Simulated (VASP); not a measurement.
Runs of VASP 6.6.1 on In. It takes space group C2/m (No. 12, monoclinic). Conventional cell: a = 4.608 Å, b = 4.731 Å, c = 3.371 Å, α = 90.00°, β = 131.51°, γ = 90.00°. In (site symmetry 2/m) has 12 In at 3.30 to 3.47 Å within 4.3 Å. 

```tsv
level	k mesh	smearing	grid for exact exchange (PRECFOCK)	share of exact exchange	screening parameter	gap on the mesh (eV)	pressure (GPa)
PBE	16 × 16 × 20	fermi-dirac 0.1 eV	-	-	-	none	0.0
PBE	12 × 12 × 14	fermi-dirac 0.1 eV	-	-	-	none	0.0
PBE	11 × 11 × 14	methfessel-paxton 1 eV	-	-	-	none	0.0
PBE	11 × 11 × 14	methfessel-paxton 0.2 eV	-	-	-	none	0.0
PBE	11 × 11 × 14	methfessel-paxton 0.01 eV	-	-	-	none	-0.1
PBE	11 × 11 × 14	methfessel-paxton 0.1 eV	-	-	-	none	0.0
HSE06	6 × 6 × 7	fermi-dirac 0.1 eV	Normal	0.25	0.2079 1/Å	none	(a)
```

Alike in all rows: task single point; potentials or basis VASP PAW PBE potentials, release 64 (In_d); no spin polarisation; cell as given; cutoff (eV) 520.

Estimate the missing entries.

(a) -1.6.

Caveats: some runs use coarse meshes; spin-orbit coupling is left out, which moves the levels of the heavy elements; so wide a smearing shifts energies and pressures (at least some runs); the PAW data sets were made with another functional, which shifts forces and pressure a little (at least some runs).

A k mesh can miss the band edges, and the runs leave out spin-orbit coupling on In.

A gap of «none» marks levels without a gap at the run's occupations.
